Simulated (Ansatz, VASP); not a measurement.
One calculation of Na, two programs

Contents of INCAR:

```
PREC     = Accurate       # precision mode
ENCUT    = 520            # plane-wave cutoff, eV
EDIFF    = 1E-7           # SCF threshold, eV
ISMEAR   = -1             # smearing method
SIGMA    = 0.03           # smearing width, eV
LREAL    = F              # projectors in reciprocal space
LASPH    = T              # aspherical terms in the spheres
NELM     = 80             # most SCF steps
ALGO     = Normal         # electronic algorithm
ISIF     = 2              # what is computed and relaxed
LWAVE    = F              # write WAVECAR
LCHARG   = F              # write CHGCAR
GGA      = PS             # functional
NBANDS   = 10             # bands
```

Contents of KPOINTS:

```
regular mesh
0
Gamma
  11 11 11
```

File POSCAR:

```
Na
1.0
   -2.0751500000      2.0751500000      2.1175000000
    2.0751500000     -2.0751500000      2.1175000000
    2.0751500000      2.0751500000     -2.1175000000
Na
1
Direct
    0.0000000000      0.0000000000      0.0000000000
```

Input for Ansatz:

```yaml
crystal:
  lattice:
    - [-2.07515, 2.07515, 2.1175]
    - [2.07515, -2.07515, 2.1175]
    - [2.07515, 2.07515, -2.1175]
  atoms:
    - { symbol: Na, position: [0.0, 0.0, 0.0] }
kpoints:
  mp_grid: { grid: [11, 11, 11] }
  band_path:
    path:
      - [0.0, 0.0, 0.0]
      - [0.0, 0.0, 0.5]
      - [0.25, 0.25, 0.25]
      - [0.0, 0.5, 0.0]
      - [0.0, 0.0, 0.0]
      - [0.5, 0.5, -0.5]
      - [0.4901, 0.5099, -0.4901]
      - [-0.4901, 0.4901, 0.4901]
      - [0.0, 0.0, 0.0]
    npoints: 5
scf:
  occupations: { method: fermi_dirac, width: 0.03 }
hamiltonian:
  xc: pbesol
  pseudopotentials: { kind: all_electron, lapw: { basis_error: 0.0005 } }
output:
  forces: true
  stress: true
  eigenvalues: true
```

Change from the starting cell: equal xx and yy strain of -2 %.

Alike in both runs: task single point; functional PBEsol; k mesh 11 × 11 × 11; occupations fermi-dirac, width 0.03 eV; no spin polarisation.

|  | VASP | Ansatz |
| --- | --- | --- |
| version | VASP 6.6.1 | Ansatz 0.2.0 |
| potentials or method | VASP PAW PBE potentials, release 64 (Na_pv), cutoff 520 eV | all-electron LAPW, scalar-relativistic |

```csv
,VASP,Ansatz,Ansatz less VASP
pressure (GPa),-0.1,0.0,0.00
"traceless stress, the component that is largest in VASP (GPa)",-0.07,-0.07,0.000
```

VASP's potentials were made for PBE, not for PBEsol. Ansatz ran all-electron here, and VASP with PAW potentials.
